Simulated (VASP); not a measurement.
# CO2 (Pbca) in VASP: further runs

Runs on CO2. Level: PBE. Tasks: single point.

Program: VASP 6.6.1. These are calculated values, not measurements. Logs are shortened: lines on timing, memory, paths and dates and some standing lists are left out, and cuts for length are marked.

## Step 1: The cell of the first run

It takes space group Pbca (No. 61, orthorhombic). Conventional cell: a = 5.997 Å, b = 6.058 Å, c = 6.058 Å, α = 90.00°, β = 90.00°, γ = 90.00°. Within 1.6 Å of C (site symmetry -1) lie 2 O at 1.17 Å. Within 1.6 Å of O (site symmetry 1) lie 1 C at 1.17 Å.

## Step 2: Single point, PBE (engineering shear strain xz +0.0000, normal strain along z -0.0100)

File INCAR:

```
SYSTEM = CO2
PREC = Accurate
ENCUT = 520
EDIFF = 1E-6
ISMEAR = 0
SIGMA = 0.05
LREAL = .FALSE.
LASPH = .TRUE.
NELM = 80
ALGO = Normal
ISIF = 2
LWAVE = .FALSE.
LCHARG = .FALSE.
GGA = PE
NBANDS = 44
```

File KPOINTS:

```
Automatic mesh
0
G
  4 4 4
  0 0 0
```

File POSCAR:

```
CO2
1.0
    6.0577362522      0.0000000000      0.0000000000
    0.0000000000      6.0577362522      0.0000000000
    0.0000000000      0.0000000000      5.9971588897
C O
4 8
Direct
    0.0000000000      0.0000000000      0.0000000000
    0.5000000000      0.0000000000      0.5000000000
    0.5000000000      0.5000000000      0.0000000000
    0.0000000000      0.5000000000      0.5000000000
    0.1114834447      0.1114834447      0.1114834447
    0.3885165553      0.8885165553      0.6114834447
    0.6114834447      0.3885165553      0.8885165553
    0.8885165553      0.6114834447      0.3885165553
    0.8885165553      0.8885165553      0.8885165553
    0.6114834447      0.1114834447      0.3885165553
    0.3885165553      0.6114834447      0.1114834447
    0.1114834447      0.3885165553      0.6114834447
```

Potentials or basis: VASP PAW PBE potentials, release 64 (C, O).

On the command line:

```
$ cat potpaw_PBE.64/C/POTCAR potpaw_PBE.64/O/POTCAR > POTCAR
$ mpirun -np 1 vasp_std > vasp.out
```

OUTCAR:

```text
SYSTEM = CO2
   PREC = Accurate
   ENCUT = 520
   EDIFF = 1E-6
   ISMEAR = 0
   LREAL = .FALSE.
   LASPH = .TRUE.
   NELM = 80
   ISIF = 2
   GGA = PE

 ion  position               nearest neighbor table
   1  0.000  0.000  0.000-   5 1.17   9 1.17
   2  0.500  0.000  0.500-   6 1.17  10 1.17
   3  0.500  0.500  0.000-   7 1.17  11 1.17
   4  0.000  0.500  0.500-   8 1.17  12 1.17
   5  0.111  0.111  0.111-   1 1.17
   6  0.389  0.889  0.611-   2 1.17
   7  0.611  0.389  0.889-   3 1.17
   8  0.889  0.611  0.389-   4 1.17
   9  0.889  0.889  0.889-   1 1.17
  10  0.611  0.111  0.389-   2 1.17
  11  0.389  0.611  0.111-   3 1.17
  12  0.111  0.389  0.611-   4 1.17

  LATTYP: Found a simple tetragonal cell.
 ALAT       =     6.0577362522
 C/A-ratio  =     0.9900000000

  Lattice vectors:

 A1 = (   6.0577362522,   0.0000000000,   0.0000000000)
 A2 = (   0.0000000000,   6.0577362522,   0.0000000000)
 A3 = (   0.0000000000,   0.0000000000,   5.9971588897)

Analysis of symmetry for initial positions (statically):
=====================================================================
 Subroutine PRICEL returns:
 Original cell was already a primitive cell.

 Routine SETGRP: Setting up the symmetry group for a
 simple tetragonal supercell.

 Subroutine GETGRP returns: Found  8 space group operations
 (whereof  2 operations were pure point group operations)
 out of a pool of 16 trial point group operations.

The static configuration has the point symmetry S_2 .
 The point group associated with its full space group is D_2h.

Analysis of symmetry for dynamics (positions and initial velocities):
=====================================================================
 Subroutine PRICEL returns:
 Original cell was already a primitive cell.

 Routine SETGRP: Setting up the symmetry group for a
 simple tetragonal supercell.

 Subroutine GETGRP returns: Found  8 space group operations
 (whereof  2 operations were pure point group operations)
 out of a pool of 16 trial point group operations.

The dynamic configuration has the point symmetry S_2 .
 The point group associated with its full space group is D_2h.

 Subroutine INISYM returns: Found  8 space group operations
 (whereof  2 operations are pure point group operations),
 and found     1 'primitive' translations

----------------------------------------------------------------------------------------

                                     Primitive cell

  volume of cell :     220.0728

  direct lattice vectors                    reciprocal lattice vectors
     6.057736252  0.000000000  0.000000000     0.165078168  0.000000000  0.000000000
     0.000000000  6.057736252  0.000000000     0.000000000  0.165078168  0.000000000
     0.000000000  0.000000000  5.997158890     0.000000000  0.000000000  0.166745624

  length of vectors
     6.057736252  6.057736252  5.997158890     0.165078168  0.165078168  0.166745624

  position of ions in fractional coordinates (direct lattice)
     0.000000000  0.000000000  0.000000000
     0.500000000  0.000000000  0.500000000
     0.500000000  0.500000000  0.000000000
     0.000000000  0.500000000  0.500000000
     0.111483445  0.111483445  0.111483445
     0.388516555  0.888516555  0.611483445
     0.611483445  0.388516555  0.888516555
     0.888516555  0.611483445  0.388516555
     0.888516555  0.888516555  0.888516555
     0.611483445  0.111483445  0.388516555
     0.388516555  0.611483445  0.111483445
     0.111483445  0.388516555  0.611483445

  ion indices of the primitive-cell ions
   primitive index   ion index
                 1           1
                 2           2
                 3           3
                 4           4
                 5           5
                 6           6
                 7           7
                 8           8
                 9           9
                10          10
                11          11
                12          12

----------------------------------------------------------------------------------------

 KPOINTS: Automatic mesh

Automatic generation of k-mesh.
 Grid dimensions read from file:
 generate k-points for:    4    4    4

 Generating k-lattice:

  Cartesian coordinates                     Fractional coordinates (reciprocal lattice)
     0.041269542  0.000000000  0.000000000     0.250000000  0.000000000  0.000000000
     0.000000000  0.041269542  0.000000000     0.000000000  0.250000000  0.000000000
     0.000000000  0.000000000  0.041686406     0.000000000  0.000000000  0.250000000

  Length of vectors
     0.041269542  0.041269542  0.041686406

  Shift w.r.t. Gamma in fractional coordinates (k-lattice)
     0.000000000  0.000000000  0.000000000

 Subroutine IBZKPT returns following result:
 ===========================================

 Found     27 irreducible k-points:

 Following reciprocal coordinates:
            Coordinates               Weight
  0.000000  0.000000  0.000000      1.000000
  0.250000  0.000000  0.000000      2.000000
  0.000000  0.250000  0.000000      2.000000
  0.500000  0.000000  0.000000      1.000000
  0.000000  0.500000  0.000000      1.000000
  0.250000  0.250000  0.000000      4.000000
[... 16 lines left out ...]
  0.000000  0.500000  0.500000      1.000000
  0.250000  0.250000  0.500000      4.000000
 [... further k-points ...]
   k-points           NKPTS =     27   k-points in BZ     NKDIM =     27   number of bands    NBANDS=     44
   number of dos      NEDOS =    301   number of ions     NIONS =     12
   total plane-waves  NPLWV = 110592
   dimension x,y,z NGX =    48 NGY =   48 NGZ =   48
   dimension x,y,z NGXF=    96 NGYF=   96 NGZF=   96
   ions per type =               4   8
   NGX,Y,Z   is equivalent  to a cutoff of  13.17, 13.17, 13.31 a.u.
   NGXF,Y,Z  is equivalent  to a cutoff of  26.35, 26.35, 26.61 a.u.
 SYSTEM =  CO2
   PREC   = accura    normal or accurate (medium, high low for compatibility)
   ISTART =      0    job   : 0-new  1-cont  2-samecut
   ICHARG =      2    charge: 1-file 2-atom 10-const
   ISPIN  =      1    spin polarized calculation?
   LNONCOLLINEAR =      F non collinear calculations
   LSORBIT =      F    spin-orbit coupling
   LASPH  =      T    aspherical Exc in radial PAW
   ENCUT  =  520.0 eV  38.22 Ry    6.18 a.u.  11.26 11.26 11.15*2*pi/ulx,y,z
   NELM   =     80;   NELMIN=  2; NELMDL= -5     # of ELM steps
   EDIFF  = 0.1E-05   stopping-criterion for ELM
   LREAL  =      F    real-space projection
   EDIFFG = 0.1E-04   stopping-criterion for IOM
   NSW    =      0    number of steps for IOM
   IBRION =     -1    ionic relax: 0-MD 1-quasi-New 2-CG
   NFREE  =      0    steps in history (QN), initial steepest desc. (CG)
   ISIF   =      2    stress and relaxation
   ISYM   =      2    0-nonsym 1-usesym 2-fastsym
   POTIM  = 0.5000    time-step for ionic-motion
   TEBEG  =    0.0;   TEEND  =   0.0 temperature during run
   PSTRESS=    0.0 pullay stress
   NELECT =      64.0000    total number of electrons
   NUPDOWN=      -1.0000    fix difference up-down
   EMIN   =  10.00;   EMAX   =-10.00  energy-range for DOS
   EFERMI =   0.00;   METHOD = LEGACY
   ISMEAR =     0;   SIGMA  =   0.05  broadening in eV -4-tet -1-fermi 0-gaus
   EFERMI_NEDOS =   21; number of points for ismear=-14 and -15
   IALGO  =     38    algorithm
   IMIX   =      4    mixing-type and parameters
     AMIX     =   0.40;   BMIX     =  1.00
     AMIX_MAG =   1.60;   BMIX_MAG =  1.00
  volume/ion in A,a.u.               =      18.34       123.76
  Fermi-wavevector in a.u.,A,eV,Ry     =   1.084624  2.049643 16.006033  1.176410
  Thomas-Fermi vector in A             =   2.220719
   LORBIT       =      0    0 simple, 1 ext, 2 COOP (PROOUT), +10 PAW based schemes
   GGA     = PE    functional components
   LHFCALC =     F    Hartree Fock is set to
   AEXX    =    0.0000 exact exchange contribution
   IVDW    =     0    specifies the selected vdW correction
   LEPSILON=     F    determine dielectric tensor
   LRPA    =     F    only Hartree local field effects (RPA)
 non-spin polarized calculation
 Gauss-broadening in eV      SIGMA  =   0.05
  energy-cutoff  :      520.00
  volume of cell :      220.07
 maximum number of plane-waves:      5951
 NGX is ok and might be reduce to    48
   NGX = 23   NGY = 23   NGZ = 23

 number of electron      64.0000004 magnetization

 Free energy of the ion-electron system (eV)
  ---------------------------------------------------
  ext. energy  EPLUGINS =         0.00000000
  ---------------------------------------------------
  free energy    TOTEN  =       -92.24118640 eV

  energy without entropy =      -92.24118640  energy(sigma->0) =      -92.24118640

 E-fermi :  -4.5648     XC(G=0):  -6.9100

 val. band max:       -4.7863223489   @ k =   0.0000   0.0000   0.0000
 cond. band min:       1.8604257397   @ k =   0.0000   0.0000   0.0000
 fundamental gap:      6.6467480886
 Fermi energy:        -4.5648307798

 k-point     1 :       0.0000    0.0000    0.0000
  band No.  band energies     occupation
      1     -25.2072      2.00000
      2     -25.1201      2.00000
      3     -25.1198      2.00000
      4     -25.1179      2.00000
      5     -24.1495      2.00000
      6     -24.1493      2.00000
[... 36 lines left out ...]
     43       5.5006      0.00000
     44       5.5704      0.00000

 k-point     2 :       0.2500    0.0000    0.0000
  band No.  band energies     occupation
      1     -25.1947      2.00000
      2     -25.1332      2.00000
      3     -25.1194      2.00000
      4     -25.1181      2.00000
      5     -24.1492      2.00000
      6     -24.1491      2.00000
[... 36 lines left out ...]
     43       5.7619      0.00000
     44       5.8404      0.00000

 k-point     3 :       0.0000    0.2500    0.0000
  band No.  band energies     occupation
      1     -25.1947      2.00000
      2     -25.1329      2.00000
      3     -25.1197      2.00000
      4     -25.1181      2.00000
      5     -24.1488      2.00000
      6     -24.1476      2.00000
[... 976 lines left out ...]
     43       4.3951      0.00000
     44       4.3951      0.00000

 k-point    24 :       0.2500    0.2500    0.5000
  band No.  band energies     occupation
      1     -25.1522      2.00000
      2     -25.1522      2.00000
      3     -25.1304      2.00000
      4     -25.1304      2.00000
      5     -24.1460      2.00000
      6     -24.1460      2.00000
[... 36 lines left out ...]
     43       5.2113      0.00000
     44       5.2113      0.00000

 [... further k-points ...]
[... 5 lines left out ...]
  --------------------------------------------------------------------------------------
  -------------------------------------------------------------------------------------
  Total        2.9970624      2.9977730      2.9799193     -0.0000000      0.0000000      0.0000000
  in kB       21.8192637     21.8244372     21.6944579     -0.0000000      0.0000000      0.0000000
  external PRESSURE =      21.7793863 kB  Pullay stress =       0.0000000 kB

 VOLUME and BASIS-vectors are now :
 -----------------------------------------------------------------------------
  energy-cutoff  :      520.00
  volume of cell :      220.07
      direct lattice vectors                 reciprocal lattice vectors
     6.057736252  0.000000000  0.000000000     0.165078168  0.000000000  0.000000000
     0.000000000  6.057736252  0.000000000     0.000000000  0.165078168  0.000000000
     0.000000000  0.000000000  5.997158890     0.000000000  0.000000000  0.166745624

 POSITION                                       TOTAL-FORCE (eV/Angst)
 -----------------------------------------------------------------------------------
      0.00000      0.00000      0.00000         0.000000      0.000000      0.000000
      3.02887      0.00000      2.99858         0.000000      0.000000      0.000000
      3.02887      3.02887      0.00000         0.000000      0.000000      0.000000
      0.00000      3.02887      2.99858         0.000000      0.000000      0.000000
      0.67534      0.67534      0.66858         0.611279      0.609968      0.605879
      2.35353      5.38240      3.66716        -0.611279     -0.609968      0.605879
      3.70421      2.35353      5.32857         0.611279     -0.609968     -0.605879
      5.38240      3.70421      2.33000        -0.611279      0.609968     -0.605879
      5.38240      5.38240      5.32857        -0.611279     -0.609968     -0.605879
      3.70421      0.67534      2.33000         0.611279      0.609968     -0.605879
      2.35353      3.70421      0.66858        -0.611279      0.609968      0.605879
      0.67534      2.35353      3.66716         0.611279     -0.609968      0.605879
 -----------------------------------------------------------------------------------
    total drift:                                0.000000      0.000000      0.000000

  FREE ENERGIE OF THE ION-ELECTRON SYSTEM (eV)
  ---------------------------------------------------
  free  energy   TOTEN  =       -92.2411864010 eV

  energy  without entropy=      -92.2411864010  energy(sigma->0) =      -92.24118640
```

Run time: 1.8 min. Hardware: 1 thread of Intel Xeon 6975P-C (Granite Rapids), shared host; peak memory 0.41 GiB.

Results:

| Item | Value |
| --- | --- |
| Free energy | -92.2412 eV |
| Pressure | 2.2 GPa |
| Largest force | 1.055 eV/Å |
| Band gap on the k mesh | 6.65 eV |

Forces in eV/Å, atoms in the order of the input:
```
C    0.000  0.000  0.000
C    0.000  0.000  0.000
C    0.000  0.000  0.000
C    0.000  0.000  0.000
O    0.611  0.610  0.606
O   -0.611 -0.610  0.606
O    0.611 -0.610 -0.606
O   -0.611  0.610 -0.606
O   -0.611 -0.610 -0.606
O    0.611  0.610 -0.606
O   -0.611  0.610  0.606
O    0.611 -0.610  0.606
```

Caveat: the cell differs from its parent crystal (engineering shear strain xz +0.0000, normal strain along z -0.0100); this functional lacks dispersion, which holds the molecules together, so the pressure and a relaxed volume are unreliable; forces of over 1 eV/Å act on the atoms, so gaps and moduli don't describe the material at rest. A k mesh can miss the band edges.

## Step 3: Single point, PBE (engineering shear strain xz +0.0000, normal strain along z +0.0100)

File INCAR:

```
PREC = Accurate
ENCUT = 520
EDIFF = 1E-7
ISMEAR = 0
SIGMA = 0.05
LREAL = F
LASPH = T
NELM = 100
ALGO = Normal
ISIF = 2
LWAVE = F
LCHARG = F
GGA = PE
NBANDS = 44
```

File KPOINTS:

```
regular mesh
0
Gamma
  4 4 4
```

POSCAR: that of step 2 with these lines changed.

```diff
@@ -4,3 +4,3 @@
     0.0000000000      6.0577362522      0.0000000000
-    0.0000000000      0.0000000000      5.9971588897
+    0.0000000000      0.0000000000      6.1183136147
 C O
```

Potentials or basis: VASP PAW PBE potentials, release 64 (C, O).

On the command line:

```
$ cat potpaw_PBE.64/C/POTCAR potpaw_PBE.64/O/POTCAR > POTCAR
$ mpirun -np 1 vasp_std > vasp.out
```

Wall time 1.8 min (1 thread of Intel Xeon 6975P-C (Granite Rapids), shared host); peak memory 0.42 GiB.

The run converged. Its results:

| Quantity | Value |
| --- | --- |
| Free energy | -92.2805 eV |
| Pressure | 0.3 GPa |
| Largest force | 0.230 eV/Å |
| Band gap on the k mesh | 6.58 eV |

Forces in eV/Å, atoms in the order of the input:
```
C    0.000  0.000  0.000
C    0.000  0.000  0.000
C    0.000  0.000  0.000
C    0.000  0.000  0.000
O    0.132  0.133  0.133
O   -0.132 -0.133  0.133
O    0.132 -0.133 -0.133
O   -0.132  0.133 -0.133
O   -0.132 -0.133 -0.133
O    0.132  0.133 -0.133
O   -0.132  0.133  0.133
O    0.132 -0.133  0.133
```

Levels at points of the mesh, in eV from the valence-band top:
| k point | band 30 | band 31 | band 32 | band 33 | band 34 | band 35 |
| --- | --- | --- | --- | --- | --- | --- |
| (0.00, 0.00, 0.00) | -0.11 | -0.01 | 0.00 | 6.58 | 8.13 | 8.14 |
| (0.50, 0.00, 0.00) | -0.17 | -0.05 | -0.05 | 7.86 | 7.86 | 8.09 |
| (0.00, 0.50, 0.00) | -0.17 | -0.05 | -0.05 | 7.86 | 7.86 | 8.08 |
| (0.50, 0.50, 0.00) | -0.16 | -0.16 | -0.16 | 8.05 | 8.05 | 8.05 |
| (0.00, 0.00, 0.50) | -0.17 | -0.05 | -0.05 | 7.84 | 7.84 | 8.08 |
| (0.50, 0.00, 0.50) | -0.16 | -0.16 | -0.16 | 8.06 | 8.06 | 8.06 |
| (0.00, 0.50, 0.50) | -0.17 | -0.17 | -0.17 | 8.05 | 8.05 | 8.05 |
| (0.50, 0.50, 0.50) | -0.18 | -0.18 | -0.18 | 8.11 | 8.11 | 8.11 |

Caveat: the cell differs from its parent crystal (engineering shear strain xz +0.0000, normal strain along z +0.0100); this functional lacks dispersion, which holds the molecules together, so the pressure and a relaxed volume are unreliable. A k mesh can miss the band edges.

(Continued in part 2 of 2.)
